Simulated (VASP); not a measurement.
Si3Mo:

```xyz
4
Lattice="2.6452 0.0000 0.0000 -1.3226 2.2908 0.0000 0.0000 0.0000 9.5030" Properties=species:S:1:pos:R:3 pbc="T T T"
Si    0.0000    0.0000    0.0000
Si    0.0000    1.5272    7.1728
Si    0.0000    1.5272    2.3303
Mo    0.0000    0.0000    4.7515
```

* Program: VASP 6.6.1
* Task: relaxation of cell and atoms
* Functional: PBE
* Potentials or basis: VASP PAW PBE potentials, release 64 (Si, Mo_sv)
* Cutoff: 600 eV
* k mesh: 6 × 6 × 2
* Occupations: gaussian, width 0.1 eV
* Spin: no spin polarisation

At the start: pressure 2.6 GPa; volume 14.40 Å³/atom.

Question: Where does the relaxation end?

Answer: Over 16 steps the energy falls by 315.8 meV/atom and the volume is 14.89 Å³/atom (+3.4 %); space group P-6m2 (No. 187, to 0.05 Å).

Step by step:
| step | energy change (eV) | largest force (eV/Å) | pressure (GPa) | volume (Å³) |
| --- | --- | --- | --- | --- |
| 1 | 0.0000 | 0.6949 | 2.64 | 57.58 |
| 2 | -0.4699 | 0.7611 | -2.75 | 59.39 |
| 3 | -0.6885 | 0.4253 | -4.16 | 60.31 |
| 4 | -1.2008 | 0.3086 | -4.37 | 61.70 |
| 5 | -0.6130 | 1.5395 | 3.29 | 62.51 |
| 6 | -1.0724 | 0.6574 | -2.59 | 62.50 |
| 7 | -1.2295 | 0.0046 | -4.06 | 62.08 |
| 8 | -1.2320 | 0.1992 | -4.26 | 61.96 |
| 9 | -1.1415 | 0.9771 | 8.38 | 57.34 |
| 10 | -1.2564 | 0.1465 | -0.91 | 60.54 |
| 11 | -1.2565 | 0.1735 | -0.65 | 60.44 |
| 12 | -1.2606 | 0.0647 | 0.09 | 59.86 |
| 13 | -1.2606 | 0.0693 | 0.05 | 59.89 |
| 14 | -1.2617 | 0.0443 | -0.10 | 59.87 |
| 15 | -1.2629 | 0.0148 | -0.41 | 59.82 |
| 16 | -1.2633 | 0.0071 | 0.14 | 59.56 |

Final structure:
```
Si Mo
1.0
     2.98820    0.00000    0.00000
    -1.49410    2.58785    0.00000
     0.00000    0.00000    7.70225
Si Mo
3 1
Direct
  0.00000 0.00000 0.00000
  0.33333 0.66667 0.74727
  0.33333 0.66667 0.25273
  0.00000 0.00000 0.50000
```

Caveat: the k points lie up to 0.41 Å⁻¹ apart in the final cell.
